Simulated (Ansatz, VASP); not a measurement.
Given: the input of a run of VASP 6.6.1 on ZnAu.

File INCAR:

```
  PREC = Accurate
  ENCUT = 520
  EDIFF = 1E-6
  ISMEAR = 0
  SIGMA = 0.05
  LREAL = F
  LASPH = T
  NELM = 60
  ALGO = Normal
  ISIF = 2
  LWAVE = F
  LCHARG = F
  GGA = CA
  NBANDS = 18
```

Contents of KPOINTS:

```
regular mesh
0
Gamma
  8 8 8
```

POSCAR

```
ZnAu
1.0
    3.1470000000      0.0000000000      0.0000000000
    0.0000000000      3.1470000000      0.0000000000
    0.0000000000      0.0000000000      3.1470000000
Au Zn
1 1
Direct
    0.0000000000      0.0000000000      0.0000000000
    0.5000000000      0.5000000000      0.5000000000
```

Potentials or basis: VASP PAW LDA potentials, release 64 (Au, Zn).

The run is started by

```sh
$ cat potpaw_LDA.64/Au/POTCAR potpaw_LDA.64/Zn/POTCAR > POTCAR
$ mpirun -np 1 vasp_std > vasp.out
```

Q: Set up the same calculation for Ansatz 0.2.0. Potentials there: Ansatz PAW.

A: As run (the cutoff follows the program's own potentials):

input.yaml

```yaml
crystal:
  lattice:
    - [3.147, 0.0, 0.0]
    - [0.0, 3.147, 0.0]
    - [0.0, 0.0, 3.147]
  atoms:
    - { symbol: Au, position: [0.0, 0.0, 0.0] }
    - { symbol: Zn, position: [0.5, 0.5, 0.5] }
hamiltonian:
  xc: lda
  pseudopotentials: { kind: paw }
kpoints:
  mp_grid: { grid: [8, 8, 8] }
scf:
  occupations: { method: gaussian, width: 0.05 }
output:
  forces: true
  stress: true
  eigenvalues: true
```

Potentials or basis: Ansatz PAW.

The run is started by

```bash
$ ansatz run input.yaml --threads 1 --pin off --max-ram 3584MiB --backend cpu --events-out ev --progress --plain --runs-dir out
```

Both were run:

|  | VASP | Ansatz | Ansatz less VASP |
| --- | --- | --- | --- |
| gap on the k mesh at the Fermi level (eV) | none | none | - |
| pressure (GPa) | -6.0 | -6.6 | -0.57 |

LDA's correlation is that of Perdew and Zunger in VASP and of Perdew and Wang (1992) in Ansatz. A gap of «none» marks a metal or a gap that the smearing closes. VASP's potentials hold 23 valence electrons a cell and Ansatz's 31, so a difference there can come from the potentials and not from the codes.

Spin-orbit coupling is off throughout.
